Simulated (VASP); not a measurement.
# AlNi3 (P-6m2) in VASP: notebook

Runs on AlNi3. Level: PBE. Tasks: relaxation of cell and atoms, single point.

Program: VASP 6.6.1. These are calculated values, not measurements. Logs are shortened: lines on timing, memory, paths and dates and some standing lists are left out, and cuts for length are marked.

### Step 1. The cell of the first run

The structure is hexagonal, space group P-6m2 (No. 187). Conventional cell: a = 2.544 Å, b = 2.544 Å, c = 8.166 Å, α = 90.00°, β = 90.00°, γ = 120.00°. Al (site symmetry -6m2) has 6 Ni at 2.51 Å and 6 Al at 2.54 Å within 3.3 Å. Ni (site symmetry 3m) has 3 Al at 2.51 Å and 9 Ni at 2.51 to 2.54 Å within 3.3 Å. Within 3.3 Å of Ni (site symmetry -6m2) lie 12 Ni at 2.51 to 2.54 Å.

### Step 2. Relaxation of cell and atoms, PBE, collinear spin, ferrimagnetic start

Contents of INCAR:

```
SYSTEM = AlNi3
ALGO = Normal ; EDIFF = 1E-7
EDIFFG = -0.04 ; ENCUT = 600
GGA = PE ; IBRION = 2
ISIF = 3 ; ISMEAR = 0
ISPIN = 2 ; LASPH = .TRUE.
LCHARG = .FALSE. ; LMAXMIX = 4
LORBIT = 11 ; LREAL = .FALSE.
LWAVE = .FALSE. ; MAGMOM = 0 -2 2 -2
NELM = 150 ; NSW = 90
PREC = Accurate ; SIGMA = 0.1
```

Contents of KPOINTS:

```
k-points
0
G
  6 6 2
  0 0 0
```

Contents of POSCAR:

```
AlNi3
1.0
    2.5438215600      0.0000000000      0.0000000000
   -1.2719107800      2.2030140900      0.0000000000
    0.0000000000      0.0000000000      8.1662231000
Al Ni
1 3
Direct
    0.6666666700      0.3333333300      0.5000000000
    0.3333333300      0.6666666700      0.7500000000
    0.3333333300      0.6666666700      0.2500000000
    0.6666666700      0.3333333300      0.0000000000
```

Potentials or basis: VASP PAW PBE potentials, release 64 (Al, Ni).

The run is started by

```
> cat potpaw_PBE.64/Al/POTCAR potpaw_PBE.64/Ni/POTCAR > POTCAR
> mpirun -np 1 vasp_std > vasp.out
```

OUTCAR:

```text
SYSTEM = AlNi3
   EDIFF = 1E-7
   EDIFFG = -0.04
   ENCUT = 600
   GGA = PE
   IBRION = 2
   ISIF = 3
   ISMEAR = 0
   ISPIN = 2
   LASPH = .TRUE.
   LORBIT = 11
   LREAL = .FALSE.
   NELM = 150
   NSW = 90
   PREC = Accurate

 ion  position               nearest neighbor table
   1  0.667  0.333  0.500-   2 2.51   3 2.51   2 2.51   3 2.51   2 2.51   3 2.51
   2  0.333  0.667  0.750-   1 2.51   4 2.51   1 2.51   4 2.51   1 2.51   4 2.51
   3  0.333  0.667  0.250-   1 2.51   4 2.51   1 2.51   4 2.51   1 2.51   4 2.51
   4  0.667  0.333  0.000-   2 2.51   3 2.51   2 2.51   3 2.51   2 2.51   3 2.51

  LATTYP: Found a hexagonal cell.
 ALAT       =     2.5438215600
 C/A-ratio  =     3.2102185265

  Lattice vectors:

 A1 = (   2.5438215600,   0.0000000000,   0.0000000000)
 A2 = (  -1.2719107800,   2.2030140900,   0.0000000000)
 A3 = (   0.0000000000,   0.0000000000,   8.1662231000)

Analysis of symmetry for initial positions (statically):
=====================================================================
 Subroutine PRICEL returns:
 Original cell was already a primitive cell.

 Routine SETGRP: Setting up the symmetry group for a
 hexagonal supercell.

 Subroutine GETGRP returns: Found 12 space group operations
 (whereof 12 operations were pure point group operations)
 out of a pool of 24 trial point group operations.

The static configuration has the point symmetry D_3h.

Analysis of symmetry for dynamics (positions and initial velocities):
=====================================================================
 Subroutine PRICEL returns:
 Original cell was already a primitive cell.

 Routine SETGRP: Setting up the symmetry group for a
 hexagonal supercell.

 Subroutine GETGRP returns: Found 12 space group operations
 (whereof 12 operations were pure point group operations)
 out of a pool of 24 trial point group operations.

The dynamic configuration has the point symmetry D_3h.

Analysis of structural, dynamic, and magnetic symmetry:
=====================================================================
 Subroutine PRICEL returns:
 Original cell was already a primitive cell.

 Routine SETGRP: Setting up the symmetry group for a
 hexagonal supercell.

 Subroutine GETGRP returns: Found  6 space group operations
 (whereof  6 operations were pure point group operations)
 out of a pool of 24 trial point group operations.

The overall configuration has the point symmetry C_3v.

 Subroutine INISYM returns: Found  6 space group operations
 (whereof  6 operations are pure point group operations),
 and found     1 'primitive' translations

----------------------------------------------------------------------------------------

                                     Primitive cell

  volume of cell :      45.7641

  direct lattice vectors                    reciprocal lattice vectors
     2.543821560  0.000000000  0.000000000     0.393109334  0.226961780  0.000000000
    -1.271910780  2.203014090  0.000000000     0.000000000  0.453923561  0.000000000
     0.000000000  0.000000000  8.166223100     0.000000000  0.000000000  0.122455631

  length of vectors
     2.543821560  2.543821557  8.166223100     0.453923560  0.453923561  0.122455631

  position of ions in fractional coordinates (direct lattice)
     0.666666670  0.333333330  0.500000000
     0.333333330  0.666666670  0.750000000
     0.333333330  0.666666670  0.250000000
     0.666666670  0.333333330  0.000000000

  ion indices of the primitive-cell ions
   primitive index   ion index
                 1           1
                 2           2
                 3           3
                 4           4

----------------------------------------------------------------------------------------

 KPOINTS: k-points

Automatic generation of k-mesh.
 Grid dimensions read from file:
 generate k-points for:    6    6    2

 Generating k-lattice:

  Cartesian coordinates                     Fractional coordinates (reciprocal lattice)
     0.065518222  0.037826963  0.000000000     0.166666667  0.000000000  0.000000000
     0.000000000  0.075653927  0.000000000     0.000000000  0.166666667  0.000000000
     0.000000000  0.000000000  0.061227815     0.000000000  0.000000000  0.500000000

  Length of vectors
     0.075653927  0.075653927  0.061227815

  Shift w.r.t. Gamma in fractional coordinates (k-lattice)
     0.000000000  0.000000000  0.000000000

 Subroutine IBZKPT returns following result:
 ===========================================

 Found     14 irreducible k-points:

 Following reciprocal coordinates:
            Coordinates               Weight
  0.000000  0.000000  0.000000      1.000000
  0.166667  0.000000  0.000000      6.000000
  0.333333 -0.000000  0.000000      6.000000
  0.500000 -0.000000  0.000000      3.000000
  0.166667  0.166667  0.000000      6.000000
  0.333333  0.166667  0.000000     12.000000
  0.333333  0.333333  0.000000      2.000000
  0.000000  0.000000  0.500000      1.000000
  0.166667  0.000000  0.500000      6.000000
  0.333333 -0.000000  0.500000      6.000000
  0.500000 -0.000000  0.500000      3.000000
  0.166667  0.166667  0.500000      6.000000
  0.333333  0.166667  0.500000     12.000000
  0.333333  0.333333  0.500000      2.000000
   k-points           NKPTS =     14   k-points in BZ     NKDIM =     14   number of bands    NBANDS=     21
   number of dos      NEDOS =    301   number of ions     NIONS =      4
   total plane-waves  NPLWV =  28000
   dimension x,y,z NGX =    20 NGY =   20 NGZ =   70
   dimension x,y,z NGXF=    40 NGYF=   40 NGZF=  140
   ions per type =               1   3
   NGX,Y,Z   is equivalent  to a cutoff of  13.07, 13.07, 14.25 a.u.
   NGXF,Y,Z  is equivalent  to a cutoff of  26.14, 26.14, 28.50 a.u.
 SYSTEM =  AlNi3
   PREC   = accura    normal or accurate (medium, high low for compatibility)
   ISTART =      0    job   : 0-new  1-cont  2-samecut
   ICHARG =      2    charge: 1-file 2-atom 10-const
   ISPIN  =      2    spin polarized calculation?
   LNONCOLLINEAR =      F non collinear calculations
   LSORBIT =      F    spin-orbit coupling
   LASPH  =      T    aspherical Exc in radial PAW
   ENCUT  =  600.0 eV  44.10 Ry    6.64 a.u.   5.08  5.08 16.31*2*pi/ulx,y,z
   NELM   =    150;   NELMIN=  2; NELMDL= -5     # of ELM steps
   EDIFF  = 0.1E-06   stopping-criterion for ELM
   LREAL  =      F    real-space projection
   EDIFFG = -.4E-01   stopping-criterion for IOM
   NSW    =     90    number of steps for IOM
   IBRION =      2    ionic relax: 0-MD 1-quasi-New 2-CG
   NFREE  =      1    steps in history (QN), initial steepest desc. (CG)
   ISIF   =      3    stress and relaxation
   ISYM   =      2    0-nonsym 1-usesym 2-fastsym
   POTIM  = 0.5000    time-step for ionic-motion
   TEBEG  =    0.0;   TEEND  =   0.0 temperature during run
   PSTRESS=    0.0 pullay stress
   NELECT =      33.0000    total number of electrons
   NUPDOWN=      -1.0000    fix difference up-down
   EMIN   =  10.00;   EMAX   =-10.00  energy-range for DOS
   EFERMI =   0.00;   METHOD = LEGACY
   ISMEAR =     0;   SIGMA  =   0.10  broadening in eV -4-tet -1-fermi 0-gaus
   EFERMI_NEDOS =   21; number of points for ismear=-14 and -15
   IALGO  =     38    algorithm
   IMIX   =      4    mixing-type and parameters
     AMIX     =   0.40;   BMIX     =  1.00
     AMIX_MAG =   1.60;   BMIX_MAG =  1.00
  volume/ion in A,a.u.               =      11.44        77.21
  Fermi-wavevector in a.u.,A,eV,Ry     =   1.468040  2.774193 29.322462  2.155140
  Thomas-Fermi vector in A             =   2.583585
   LORBIT       =     11    0 simple, 1 ext, 2 COOP (PROOUT), +10 PAW based schemes
   GGA     = PE    functional components
   LHFCALC =     F    Hartree Fock is set to
   AEXX    =    0.0000 exact exchange contribution
   IVDW    =     0    specifies the selected vdW correction
   LEPSILON=     F    determine dielectric tensor
   LRPA    =     F    only Hartree local field effects (RPA)
 conjugate gradient relaxation of ions
 spin polarized calculation
 Gauss-broadening in eV      SIGMA  =   0.10
  energy-cutoff  :      600.00
  volume of cell :       45.76
 maximum number of plane-waves:      1545
   NGX = 11   NGY = 11   NGZ = 33

--------------------------------------- Ionic step        1  -------------------------------------------

 number of electron      33.0000000 magnetization      -0.7154621

 Free energy of the ion-electron system (eV)
  ---------------------------------------------------
  ext. energy  EPLUGINS =         0.00000000
  ---------------------------------------------------
  free energy    TOTEN  =       -20.75379612 eV

  energy without entropy =      -20.72903477  energy(sigma->0) =      -20.74141545

------------------------ aborting loop because EDIFF is reached ----------------------------------------

  FORCE on cell =-STRESS in cart. coord.  units (eV):
  Direction    XX          YY          ZZ          XY          YZ          ZX
  --------------------------------------------------------------------------------------
  -------------------------------------------------------------------------------------
  Total        2.3421188      2.3421188     -2.1374992     -0.0000000      0.0000000      0.0000000
  in kB       81.9963169     81.9963167    -74.8326959     -0.0000000      0.0000000      0.0000000
  external PRESSURE =      29.7199792 kB  Pullay stress =       0.0000000 kB

 VOLUME and BASIS-vectors are now :
 -----------------------------------------------------------------------------
  energy-cutoff  :      600.00
  volume of cell :       45.76
      direct lattice vectors                 reciprocal lattice vectors
     2.543821560  0.000000000  0.000000000     0.393109334  0.226961780  0.000000000
    -1.271910780  2.203014090  0.000000000     0.000000000  0.453923561  0.000000000
     0.000000000  0.000000000  8.166223100     0.000000000  0.000000000  0.122455631
[... 191 lines left out ...]
 POSITION                                       TOTAL-FORCE (eV/Angst)
 -----------------------------------------------------------------------------------
      1.30846      0.75544      3.92587        -0.000000      0.000000      0.000025
     -0.00000      1.51088      5.85400        -0.000000      0.000000     -0.056596
     -0.00000      1.51088      1.99773         0.000000      0.000000      0.056569
      1.30846      0.75544      7.85173         0.000000     -0.000000      0.000001
 -----------------------------------------------------------------------------------
    total drift:                                0.000002     -0.000001      0.000003

  FREE ENERGIE OF THE ION-ELECTRON SYSTEM (eV)
  ---------------------------------------------------
  free  energy   TOTEN  =       -20.8749554813 eV

  energy  without entropy=      -20.8488205599  energy(sigma->0) =      -20.86188802

--------------------------------------- Ionic step        7  -------------------------------------------

 number of electron      32.9999988 magnetization      -0.3648476

 Free energy of the ion-electron system (eV)
  ---------------------------------------------------
  ext. energy  EPLUGINS =         0.00000000
  ---------------------------------------------------
  free energy    TOTEN  =       -20.87533485 eV

  energy without entropy =      -20.84981934  energy(sigma->0) =      -20.86257709

 E-fermi :   9.2070     XC(G=0): -12.5106

 val. band max:        9.1799913410   @ k =   0.3333   0.3333   0.5000
 cond. band min:       9.2577585803   @ k =   0.3333   0.1667   0.5000
 fundamental gap:      0.0777672393
 Fermi energy:         9.2070058186

 spin component 1

 k-point     1 :       0.0000    0.0000    0.0000
  band No.  band energies     occupation
      1      -1.6793      1.00000
      2       2.1794      1.00000
      3       2.3128      1.00000
      4       5.3381      1.00000
      5       6.8884      1.00000
      6       7.5244      1.00000
[... 13 lines left out ...]
     20      13.3195      0.00000
     21      21.7232      0.00000
[... 289 lines left out ...]
 k-point    14 :       0.3333    0.3333    0.5000
  band No.  band energies     occupation
      1       5.5786      1.00000
      2       5.7076      1.00000
      3       5.9146      1.00000
      4       6.3080      1.00000
      5       6.4192      1.00000
      6       6.5526      1.00000
[... 13 lines left out ...]
     20      13.1068      0.00000
     21      13.6527      0.00000
 Fermi energy:         9.2070058186

 spin component 2

 k-point     1 :       0.0000    0.0000    0.0000
  band No.  band energies     occupation
      1      -1.6694      1.00000
      2       2.1922      1.00000
      3       2.3280      1.00000
      4       5.2497      1.00000
      5       6.8175      1.00000
      6       7.4276      1.00000
[... 13 lines left out ...]
     20      13.2601      0.00000
     21      21.6989      0.00000
[... 332 lines left out ...]
 POSITION                                       TOTAL-FORCE (eV/Angst)
 -----------------------------------------------------------------------------------
      1.30765      0.75497      3.93097         0.000000     -0.000000      0.000052
     -0.00000      1.50995      5.85612        -0.000000     -0.000000     -0.002365
     -0.00000      1.50995      2.00583         0.000000      0.000000      0.002312
      1.30765      0.75497      0.00000        -0.000000      0.000000      0.000001
 -----------------------------------------------------------------------------------
    total drift:                                0.000002     -0.000001     -0.000009

  FREE ENERGIE OF THE ION-ELECTRON SYSTEM (eV)
  ---------------------------------------------------
  free  energy   TOTEN  =       -20.8753348470 eV

  energy  without entropy=      -20.8498193402  energy(sigma->0) =      -20.86257709

 reached required accuracy - stopping structural energy minimisation

 total charge

# of ion       s       p       d       tot
------------------------------------------
    1        0.419   0.446   0.000   0.865
    2        0.469   0.484   8.379   9.333
    3        0.469   0.484   8.379   9.333
    4        0.461   0.418   8.310   9.189
--------------------------------------------------
tot          1.819   1.833  25.068  28.720

 magnetization (x)

# of ion       s       p       d       tot
------------------------------------------
    1       -0.001   0.002   0.000   0.001
    2        0.001   0.006  -0.076  -0.069
    3        0.001   0.006  -0.076  -0.069
    4        0.003   0.008  -0.262  -0.251
--------------------------------------------------
tot          0.005   0.022  -0.414  -0.387
```

Wall time 2.4 min (1 thread of Intel Xeon 6975P-C (Granite Rapids), shared host); peak memory 0.2 GiB.

Results:

```yaml
Free_energy: -20.8753 eV
Relaxed_volume: 11.64 Å³/atom
Relaxed_cell: a = 2.615 Å, b = 2.615 Å, c = 7.862 Å, α = 90.00°, β = 90.00°, γ = 120.00°
Space_group_after_relaxing_to_0.1_Å: P-6m2 (No. 187)
Energy_gained_by_relaxing: 30.4 meV/atom
Ionic_steps: 7
Pressure_after_relaxing: 0.1 GPa
Net_moment: -0.36 μB per cell
Site_moments: Al +0.00; Ni -0.07, -0.25 (each value once) μB
Valence_electrons_inside_the_program's_atomic_spheres: Al 0.86; Ni 9.33, 9.19 (each value once)
```

Forces on the atoms (eV/Å):
```
Al   0.000  0.000  0.000
Ni   0.000  0.000 -0.002
Ni   0.000  0.000  0.002
Ni   0.000  0.000  0.000
```

The path:
```
step  energy change (eV)  largest force (eV/Å)  pressure (GPa)  volume (Å³)
   1              0.0000                0.3936            2.97        45.76
   2             -0.1093                0.2225           -2.01        47.14
   3             -0.1110                0.1957           -2.54        47.32
   4             -0.1177                0.0705            1.50        46.20
   5             -0.1199                0.1158            0.11        46.56
   6             -0.1212                0.0566            0.10        46.57
   7             -0.1215                0.0024            0.07        46.57
```

Final structure:
```xyz
4
Lattice="2.6153 0.0000 0.0000 -1.3077 2.2649 0.0000 0.0000 0.0000 7.8620" Properties=species:S:1:pos:R:3 pbc="T T T"
Al    1.3077    0.7550    3.9310
Ni    0.0000    1.5099    5.8561
Ni    0.0000    1.5099    2.0058
Ni    1.3077    0.7550    0.0000
```

Caveat: the k points lie up to 0.46 Å⁻¹ apart in the final cell.

(Part 1 of 2 ends here.)
